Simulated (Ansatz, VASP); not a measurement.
One calculation of ZrBiSe3, two programs

INCAR

```
SYSTEM = ZrBiSe3
  PREC = Accurate
  ENCUT = 520
  EDIFF = 1E-6
  ISMEAR = 0
  SIGMA = 0.1
  LREAL = .False.
  LASPH = .True.
  NELM = 100
  ALGO = Normal
  ISIF = 2
  LWAVE = .False.
  LCHARG = .False.
  GGA = PE
  IVDW = 12
  NBANDS = 30
```

KPOINTS

```
regular mesh
0
Gamma
  6 6 2
  0 0 0
```

The input POSCAR:

```
ZrBiSe3
1.0
    3.8775000000      0.0000000000      0.0000000000
   -1.9387500000      3.3580135000      0.0000000000
    0.0000000000      0.0000000000     11.2101003200
Zr Bi Se
1 1 3
Direct
    0.6666666700      0.3333333300      0.3979418600
    0.0000000000      0.0000000000      0.7702072300
    0.0000000000      0.0000000000      0.0000000000
    0.3333333300      0.6666666700      0.2554692500
    0.0000000000      0.0000000000      0.5404144600
```

Input for Ansatz:

```yaml
crystal:
  lattice:
    - [3.8775, 0.0, 0.0]
    - [-1.93875, 3.3580135, 0.0]
    - [0.0, 0.0, 11.21010032]
  atoms:
    - { symbol: Zr, position: [0.66666667, 0.33333333, 0.39794186] }
    - { symbol: Bi, position: [0.0, 0.0, 0.77020723] }
    - { symbol: Se, position: [0.0, 0.0, 0.0] }
    - { symbol: Se, position: [0.33333333, 0.66666667, 0.25546925] }
    - { symbol: Se, position: [0.0, 0.0, 0.54041446] }
basis:
  ecutwfc: 420
kpoints:
  mp_grid: { grid: [6, 6, 2] }
hamiltonian:
  xc: pbe
  dispersion: d3bj
scf:
  occupations: { method: gaussian, width: 0.1 }
  lower_state_search: "off"
output:
  forces: true
  stress: true
  eigenvalues: true
```

Alike in both runs: task single point; functional PBE; dispersion D3(BJ); k mesh 6 × 6 × 2; occupations gaussian, width 0.1 eV; no spin polarisation.

```csv
,VASP,Ansatz
version,VASP 6.6.1,Ansatz 0.2.0
potentials or method,"VASP PAW PBE potentials, release 64 (Zr_sv, Bi_d, Se), cutoff 520 eV","scalar-relativistic, plane waves, PAW"
valence electrons in the cell,45,75
```

```tsv
	VASP	Ansatz	Ansatz less VASP
gap on the k mesh at the Fermi level (eV)	none	none	-
pressure (GPa)	-1.4	-1.5	-0.04
traceless stress, the component that is largest in VASP (GPa)	10.31	10.28	-0.027
rms of the force components (eV/Å)	1.167	1.169	+0.0014
```

Atom by atom the forces differ by 0.005 eV/Å (rms over components). A gap of «none» marks a metal or a gap that the smearing closes. VASP's potentials hold 45 valence electrons a cell and Ansatz's 75, so a difference there can come from the potentials and not from the codes.

Spin-orbit coupling is off throughout.
